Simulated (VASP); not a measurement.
# MgGa6N8 (a cell with a defect) in VASP: notebook

The runs below take MgGa6N8 (a cell with a defect) through single point, with PBE.

All numbers are computed with VASP 6.6.1; they aren't measurements. Logs are shortened: lines on timing, memory, paths and dates and some standing lists are left out, and cuts for length are marked.

## 1. The cell of the first run

The cell holds a defect, 15 atoms: a = 6.360 Å, b = 5.508 Å, c = 5.166 Å, α = 90.00°, β = 90.00°, γ = 90.00°.

## 2. Single point, PBE

File INCAR:

```
  ALGO = Normal
  EDIFF = 1E-7
  ENCUT = 520
  GGA = PE
  ISIF = 2
  ISMEAR = -1
  LASPH = T
  LCHARG = T
  LELF = T
  LREAL = Auto
  LVHAR = T
  LWAVE = F
  NBANDS = 73
  NELECT = 122.0
  NELM = 100
  PREC = Accurate
  SIGMA = 0.02
```

File KPOINTS:

```
k-points
0
Gamma
  2 2 2
```

File POSCAR:

```
MgGa6N8
1.0
   -3.1800000000     -5.5079220000      0.0000000000
    4.7700000000     -2.7539610000      0.0000000000
    0.0000000000      0.0000000000      5.1660000000
Ga N Mg
6 8 1
Direct
    0.5007810904      0.3291469324     -0.0043143631
    0.5020778128      0.6656309109      0.4967729384
    0.2500180638      0.8332107847     -0.0024601239
    0.2495912364      0.1538031723      0.5122922958
   -0.0025815103      0.6683412573      0.4985801394
    0.7490288784      0.8420509085     -0.0034409601
    0.4587877849      0.3499979362      0.3607710027
    0.4980959458      0.6637851379      0.8708012002
    0.2511418892      0.8347398758      0.3727075106
    0.2586750935      0.1576423055      0.8753019744
    0.0384949751      0.3497786207      0.3722417731
    0.0003102646      0.6858347257      0.8682512582
    0.7487627908      0.7989397641      0.3622837786
    0.7415924674      0.1662926722      0.8940582656
   -0.0006008629      0.3378876847     -0.0130965931
```

Potentials or basis: VASP PAW PBE potentials, release 64 (Ga_d, N, Mg).

Launch:

```console
cat potpaw_PBE.64/Ga_d/POTCAR potpaw_PBE.64/N/POTCAR potpaw_PBE.64/Mg/POTCAR > POTCAR
mpirun -np 1 vasp_std > vasp.out
```

OUTCAR:

```text
EDIFF = 1E-7
   ENCUT = 520
   GGA = PE
   ISIF = 2
   ISMEAR = -1
   LASPH = T
   LREAL = Auto
   NELECT = 122.0
   NELM = 100
   PREC = Accurate

 ion  position               nearest neighbor table
   1  0.501  0.329  0.996-  14 1.85   7 1.91  10 1.91   8 1.95  15 3.17  15 3.19
   2  0.502  0.666  0.497-  13 1.87   7 1.90   8 1.93   9 1.96
   3  0.250  0.833  0.998-  10 1.90  12 1.90   9 1.94   8 1.95  15 3.16  15 3.20
   4  0.250  0.154  0.512-  11 1.87  10 1.88   7 1.88   9 1.90  15 3.09
   5  0.997  0.668  0.499-  13 1.87  11 1.89  12 1.91   9 1.97  15 3.11  15 3.21
   6  0.749  0.842  0.997-  14 1.86  13 1.90  12 1.93   8 1.98  15 3.16  15 3.20
   7  0.459  0.350  0.361-   4 1.88   2 1.90   1 1.91
   8  0.498  0.664  0.871-   2 1.93   3 1.95   1 1.95   6 1.98
   9  0.251  0.835  0.373-   4 1.90   3 1.94   2 1.96   5 1.97
  10  0.259  0.158  0.875-   4 1.88   3 1.90   1 1.91  15 2.01
  11  0.038  0.350  0.372-   4 1.87   5 1.89  15 2.01
  12  0.000  0.686  0.868-   3 1.90   5 1.91   6 1.93  15 2.01
  13  0.749  0.799  0.362-   2 1.87   5 1.87   6 1.90
  14  0.742  0.166  0.894-   1 1.85   6 1.86  15 1.95
  15  0.999  0.338  0.987-  14 1.95  11 2.01  10 2.01  12 2.01   4 3.09   5 3.11   3 3.16   6 3.16
                             1 3.17   1 3.19   6 3.20   3 3.20   5 3.21

  LATTYP: Found a simple orthorhombic cell.
 ALAT       =     5.1660000000
 B/A-ratio  =     1.0661869292
 C/A-ratio  =     1.2311266694

  Lattice vectors:

 A1 = (   0.0000000000,   0.0000000000,  -5.1660000000)
 A2 = (   4.7700000000,  -2.7539610000,   0.0000000000)
 A3 = (  -3.1800000000,  -5.5079220000,   0.0000000000)

Analysis of symmetry for initial positions (statically):
=====================================================================
 Subroutine PRICEL returns:
 Original cell was already a primitive cell.

 Routine SETGRP: Setting up the symmetry group for a
 simple orthorhombic supercell.

 Subroutine GETGRP returns: Found  1 space group operations
 (whereof  1 operations were pure point group operations)
 out of a pool of  8 trial point group operations.

The static configuration has the point symmetry C_1 .

Analysis of symmetry for dynamics (positions and initial velocities):
=====================================================================
 Subroutine PRICEL returns:
 Original cell was already a primitive cell.

 Routine SETGRP: Setting up the symmetry group for a
 simple orthorhombic supercell.

[... 129 lines left out ...]
   EFERMI_NEDOS =   21; number of points for ismear=-14 and -15
   IALGO  =     38    algorithm
   IMIX   =      4    mixing-type and parameters
     AMIX     =   0.40;   BMIX     =  1.00
     AMIX_MAG =   1.60;   BMIX_MAG =  1.00
  volume/ion in A,a.u.               =      12.06        81.42
  Fermi-wavevector in a.u.,A,eV,Ry     =   1.435473  2.712651 28.035928  2.060583
  Thomas-Fermi vector in A             =   2.554768
   LORBIT       =      0    0 simple, 1 ext, 2 COOP (PROOUT), +10 PAW based schemes
   GGA     = PE    functional components
   LHFCALC =     F    Hartree Fock is set to
   AEXX    =    0.0000 exact exchange contribution
   IVDW    =     0    specifies the selected vdW correction
   LEPSILON=     F    determine dielectric tensor
   LRPA    =     F    only Hartree local field effects (RPA)
 non-spin polarized calculation
  energy-cutoff  :      520.00
  volume of cell :      180.97
 maximum number of plane-waves:      4901
 NGX is ok and might be reduce to    48
   NGX = 23   NGY = 21   NGZ = 19

 number of electron     121.9999977 magnetization

 Free energy of the ion-electron system (eV)
  ---------------------------------------------------
  ext. energy  EPLUGINS =         0.00000000
  ---------------------------------------------------
  free energy    TOTEN  =       -76.30970775 eV

  energy without entropy =      -76.30111404  energy(sigma->0) =      -76.30541090

 E-fermi :   4.4410     XC(G=0): -11.1043

 val. band max:        4.4311487548   @ k =   0.5000   0.0000   0.0000
 cond. band min:       4.4666267077   @ k =   0.0000   0.0000   0.0000
 fundamental gap:      0.0354779529
 Fermi energy:         4.4409500131

 k-point     1 :       0.0000    0.0000    0.0000
  band No.  band energies     occupation
      1     -11.9021      2.00000
      2     -11.2196      2.00000
      3     -11.0363      2.00000
      4     -10.8963      2.00000
      5     -10.8715      2.00000
      6     -10.7192      2.00000
[... 597 lines left out ...]
     72      12.2165      0.00000
     73      12.3886      0.00000

------------------------ aborting loop because EDIFF is reached ----------------------------------------

  FORCE on cell =-STRESS in cart. coord.  units (eV):
  Direction    XX          YY          ZZ          XY          YZ          ZX
  --------------------------------------------------------------------------------------
  -------------------------------------------------------------------------------------
  Total       32.2382595     29.9818263     30.1823303     -2.1315517      0.2411995     -0.8100503
  in kB      285.4189932    265.4418324    267.2169796    -18.8715317      2.1354413     -7.1717193
  external PRESSURE =     272.6926017 kB  Pullay stress =       0.0000000 kB

 VOLUME and BASIS-vectors are now :
 -----------------------------------------------------------------------------
  energy-cutoff  :      520.00
  volume of cell :      180.97
      direct lattice vectors                 reciprocal lattice vectors
    -3.180000000 -5.507922000  0.000000000    -0.078616352 -0.136167506  0.000000000
     4.770000000 -2.753961000  0.000000000     0.157232704 -0.090778337  0.000000000
     0.000000000  0.000000000  5.166000000     0.000000000  0.000000000  0.193573364

 POSITION                                       TOTAL-FORCE (eV/Angst)
 -----------------------------------------------------------------------------------
     -0.02245     -3.66472      5.14371        -0.021344      0.002971     -0.000059
      1.57845     -4.59853      2.56633        -0.005123     -0.016346      0.008996
      3.17936     -3.67171      5.15329         0.005940     -0.001119      0.011252
     -0.06006     -1.79830      2.64650         0.015594     -0.006857     -0.027907
      0.01620     -7.33429      2.57567         0.003997      0.012749      0.017149
      1.63467     -6.44457      5.14822         0.025354     -0.017501     -0.000207
      0.21054     -3.49085      1.86374         0.001381      0.011208     -0.002457
      1.58231     -4.57151      4.49856        -0.004920      0.013144     -0.005031
      3.18308     -3.68211      1.92541        -0.004226     -0.004178     -0.003201
     -0.07063     -1.85890      4.52181        -0.003403     -0.006363     -0.004294
      1.54603     -1.17530      1.92300        -0.007882     -0.000425      0.011450
      3.27045     -1.89047      4.48539        -0.005003      0.003077     -0.011699
      1.42988     -6.32438      1.87156        -0.016061      0.016676     -0.005478
     -1.56505     -4.54260      4.61871         0.015018     -0.003723      0.002714
     -1.56636     -6.43514      5.09834         0.000678     -0.003313      0.008770
 -----------------------------------------------------------------------------------
    total drift:                               -0.000122     -0.005419      0.005389

  FREE ENERGIE OF THE ION-ELECTRON SYSTEM (eV)
  ---------------------------------------------------
  free  energy   TOTEN  =       -76.3097077526 eV

  energy  without entropy=      -76.3011140409  energy(sigma->0) =      -76.30541090
```

stdout:

```text
POSCAR found type information on POSCAR GaN Mg
 POSCAR found :  3 types and      15 ions
 scaLAPACK will be used
 LDA part: xc-table for (Slater+PW92), standard interpolation
 POSCAR, INCAR and KPOINTS ok, starting setup
 FFT: planning ... GRIDC
 FFT: planning ... GRID_SOFT
 FFT: planning ... GRID
 WAVECAR not read
 entering main loop
 the old and the new charge density differ
 old charge density:   120.00000 new  122.00000
    0.227E+01
```

Wall time 6.2 min (1 thread of Intel Xeon 8259CL, shared host); peak memory 0.31 GiB.

What came out:

- Free energy: -76.3097 eV
- Largest force: 0.033 eV/Å

Forces on the atoms (eV/Å):
```
Ga  -0.021  0.003  0.000
Ga  -0.005 -0.016  0.009
Ga   0.006 -0.001  0.011
Ga   0.016 -0.007 -0.028
Ga   0.004  0.013  0.017
Ga   0.025 -0.018  0.000
N    0.001  0.011 -0.002
N   -0.005  0.013 -0.005
N   -0.004 -0.004 -0.003
N   -0.003 -0.006 -0.004
N   -0.008  0.000  0.011
N   -0.005  0.003 -0.012
N   -0.016  0.017 -0.005
N    0.015 -0.004  0.003
Mg   0.001 -0.003  0.009
```

Levels at points of the mesh, in eV from the Fermi level:
```tsv
k point	band 57	band 58	band 59	band 60	band 61	band 62	band 63	band 64	band 65	band 66
(0.00, 0.00, 0.00)	-0.88	-0.78	-0.53	-0.11	0.03	0.24	2.41	4.38	5.78	5.82
(0.50, 0.00, 0.00)	-1.20	-0.77	-0.56	-0.44	-0.32	-0.01	4.06	4.69	5.43	5.55
(0.00, 0.50, 0.00)	-1.09	-0.95	-0.78	-0.32	-0.25	0.21	4.09	4.96	5.38	5.54
(0.50, 0.50, 0.00)	-1.21	-0.98	-0.87	-0.80	-0.26	0.14	5.19	5.31	5.72	6.15
(0.00, 0.00, 0.50)	-1.19	-0.69	-0.51	-0.31	-0.20	0.12	4.27	4.41	5.01	5.55
(0.50, 0.00, 0.50)	-1.41	-1.25	-0.87	-0.80	-0.48	0.34	5.26	5.43	5.76	5.84
(0.00, 0.50, 0.50)	-1.62	-1.32	-0.89	-0.81	-0.19	0.03	4.53	4.82	4.88	5.00
(0.50, 0.50, 0.50)	-1.71	-1.53	-1.21	-0.83	-0.16	0.10	5.24	5.36	5.63	5.68
```

Caveat: the k points lie up to 0.61 Å⁻¹ apart; the cell carries a net charge on a neutralising background, which shifts energy and pressure; the cell is charged against a uniform background, so pressure and absolute levels hang on convention.

## 3. Single point, PBE

File INCAR:

```
PREC     = Accurate       # precision mode
ENCUT    = 520            # plane-wave cutoff, eV
EDIFF    = 1E-7           # SCF threshold, eV
ISMEAR   = -1             # smearing method
SIGMA    = 0.02           # smearing width, eV
LREAL    = Auto         
LASPH    = True           # aspherical terms in the spheres
NELM     = 100            # most SCF steps
ALGO     = Normal         # electronic algorithm
ISIF     = 2              # what is computed and relaxed
LWAVE    = False          # write WAVECAR
LCHARG   = True           # write CHGCAR
GGA      = PE             # functional
LELF     = True           # ELF
LVHAR    = True         
NELECT   = 122.0        
NBANDS   = 73             # bands
```

File KPOINTS:

```
Automatic mesh
0
Gamma
  2 2 2
```

File POSCAR:

```
MgGa6N8
1.0
   -3.1800000000     -5.5079220000      0.0000000000
    4.7700000000     -2.7539610000      0.0000000000
    0.0000000000      0.0000000000      5.1660000000
Ga N Mg
6 8 1
Direct
    0.4817914523      0.3259066705     -0.0072326752
    0.5122900089      0.6645132554      0.4928929539
    0.2420757176      0.8304615895      0.0005874952
    0.2673279591      0.1601578428      0.5177018970
    0.0083970242      0.6715156262      0.5118283004
    0.7422519800      0.8403593913     -0.0082721642
    0.4881213108      0.3430850667      0.3624237321
    0.4906851079      0.6603919587      0.8684018583
    0.2608802571      0.8373331693      0.3768689508
    0.2363680323      0.1577216652      0.8842456446
    0.0485807447      0.3522951296      0.3969761905
   -0.0074118398      0.6737342452      0.8809903213
    0.7610121130      0.7973590187      0.3591521487
    0.7200945865      0.1588915692      0.8751194348
   -0.0489843234      0.3349538473      0.0389403794
```

Potentials or basis: VASP PAW PBE potentials, release 64 (Ga_d, N, Mg).

Launch:

```console
cat potpaw_PBE.64/Ga_d/POTCAR potpaw_PBE.64/N/POTCAR potpaw_PBE.64/Mg/POTCAR > POTCAR
mpirun -np 1 vasp_std > vasp.out
```

Wall time 6 min (1 thread of Intel Xeon 8259CL, shared host); peak memory 0.31 GiB.

Results (log left out):

| Quantity | Value |
| --- | --- |
| Free energy | -75.8384 eV |
| Largest force | 1.583 eV/Å |

Forces in eV/Å, atoms in the order of the input:
```
Ga  -0.120 -0.085  0.132
Ga   0.014  0.046  0.106
Ga   0.032 -0.062  0.052
Ga   0.122  0.287  0.167
Ga   0.005  0.115 -0.051
Ga   0.009  0.004  0.115
N    0.215  0.352  0.157
N   -0.006  0.006  0.107
N    0.021  0.065  0.073
N    0.174  0.048  0.159
N    0.073  0.218 -0.143
N    0.098 -0.102 -0.056
N    0.039  0.104  0.086
N    0.007 -0.025  0.145
Mg  -0.681 -0.970 -1.049
```

Levels at points of the mesh, in eV from the Fermi level:
```tsv
k point	band 59	band 60	band 61	band 62	band 63	band 64
(0.00, 0.00, 0.00)	-0.37	0.00	0.06	0.27	2.38	4.42
(0.50, 0.00, 0.00)	-0.58	-0.35	-0.21	-0.01	4.06	4.74
(0.00, 0.50, 0.00)	-0.62	-0.32	-0.16	0.21	4.07	4.94
(0.50, 0.50, 0.00)	-0.79	-0.49	-0.28	0.09	5.16	5.21
(0.00, 0.00, 0.50)	-0.28	-0.26	-0.22	0.13	4.24	4.36
(0.50, 0.00, 0.50)	-0.85	-0.71	-0.39	0.24	5.28	5.42
(0.00, 0.50, 0.50)	-0.86	-0.55	-0.24	0.04	4.49	4.81
(0.50, 0.50, 0.50)	-1.07	-0.69	-0.20	-0.02	5.23	5.35
```

Caveat: the k points lie up to 0.61 Å⁻¹ apart; the cell carries a net charge on a neutralising background, which shifts energy and pressure; the cell is charged against a uniform background, so pressure and absolute levels hang on convention.
